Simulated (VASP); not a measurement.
Si8O17 (a cell with a defect): single point with PBEsol

The system is Si8O17 (a cell with a defect).

```xyz
25
Lattice="7.1418 0.0000 0.0000 0.0000 7.1418 0.0000 0.0000 0.0000 8.8209" Properties=species:S:1:pos:R:3 pbc="T T T"
Si    5.7768    3.3740    1.8152
Si    3.4641    5.8952    6.2069
Si    3.6569    1.8681    5.7365
Si    5.5677    3.7420    7.3827
Si    1.4629    3.8470    7.0116
Si    1.6875    3.4409    1.6088
Si    3.6109    5.4371    3.0042
Si    3.6197    1.4047    2.6578
O     4.8952    2.0497    1.9010
O     4.5691    4.9927    6.8981
O     2.2146    2.6690    5.9870
O     2.2404    4.5037    2.7262
O     1.9744    5.4915    6.7438
O     2.3615    2.1561    2.0125
O     4.8744    4.5305    2.5386
O     4.7628    2.7438    6.4380
O     5.5852    3.7497    0.1785
O     3.6509    5.7222    4.6296
O     3.7332    1.9061    4.1775
O     1.8143    3.7383   -0.0483
O     0.1239    3.2949    2.1972
O     4.1346    0.2821    6.1826
O    -0.0351    3.6698    6.7929
O     3.7172   -0.1308    2.2485
O     2.6413   -0.3354    0.0044
```

* Program: VASP 6.6.1
* Task: single point
* Functional: PBEsol
* Potentials or basis: VASP PAW PBE potentials, release 64 (Si, O)
* Cutoff: 520 eV
* k mesh: 1 × 1 × 1
* Occupations: fermi-dirac, width 0.02 eV
* Spin: collinear spin
* Starting moments: [0.0, 0.0, 0.0, 0.0, 0.0, 0.0, 0.0, 0.0, 0.0, 0.0, 0.0, 0.0, 0.0, 0.0, 0.0, 0.0, 0.0, 0.0, 0.0, 0.0, 0.0, 0.0, 0.0, 0.0, 1.0] μB

The pressure is -1.2 GPa. The largest force is 5.586 eV/Å. The band gap on the k mesh is 0.77 eV. The net moment is 2.00 μB per cell, the site moments are Si -0.00, +0.00; O +0.00, +0.05, +0.01, -0.00, +1.47 μB and the valence electrons inside the program's atomic spheres are Si 1.67, 1.64, 1.59, 1.52, 1.65, 1.51, 1.69; O 5.25, 5.23, 5.12, 5.17, 5.33, 5.22, 5.29, 5.19, 5.28, 5.08, 5.24, 5.26, 5.15, 4.57.

Forces on the atoms (eV/Å):
```
Si  -3.606  1.190 -2.643
Si   1.854  1.394  0.012
Si  -0.103 -1.704  2.108
Si  -1.359  1.880 -0.164
Si   5.119  0.494  2.181
Si  -2.721  3.601 -1.680
Si  -0.362  0.473  0.640
Si   1.130  1.176 -0.603
O    0.794 -0.863  0.303
O    1.778 -0.127  1.688
O   -0.722  1.100  2.247
O    1.352  2.345 -0.782
O   -0.582 -1.975 -0.219
O    1.258 -4.566  0.413
O    0.375  0.804  0.383
O    1.201 -1.475  0.510
O    0.597 -0.354 -0.414
O   -0.745 -1.232 -3.476
O    0.082 -0.549 -1.692
O   -0.594 -0.272 -0.593
O    2.441  0.114 -0.249
O   -2.732  1.988  0.916
O   -3.630  0.232 -0.128
O   -0.784 -3.584  1.359
O   -0.040 -0.090 -0.118
```

Stress tensor (GPa, compression positive):
```
 1.70  0.68  1.48
 0.68 -0.72  0.42
 1.48  0.42 -4.65
```

Levels at points of the mesh, in eV from the valence-band top:
Spin up:
| k point | band 65 | band 66 | band 67 | band 68 | band 69 | band 70 | band 71 | band 72 |
| --- | --- | --- | --- | --- | --- | --- | --- | --- |
| (0.00, 0.00, 0.00) | -1.13 | -0.96 | -0.67 | -0.61 | 4.14 | 5.77 | 6.41 | 6.65 |
Spin down:
```
           k point  band 64  band 65  band 66  band 67  band 68  band 69
(0.00, 0.00, 0.00)    -0.74    -0.63     0.00     0.77     1.06     4.16
```

Run time: 3.8 min on 1 thread of Intel(R) Xeon(R) 6975P-C (Granite Rapids) (shared host), peak memory 0.61 GiB.

Caveat: the k points lie up to 0.88 Å⁻¹ apart; the PAW data sets were made with another functional, which shifts forces and pressure a little.
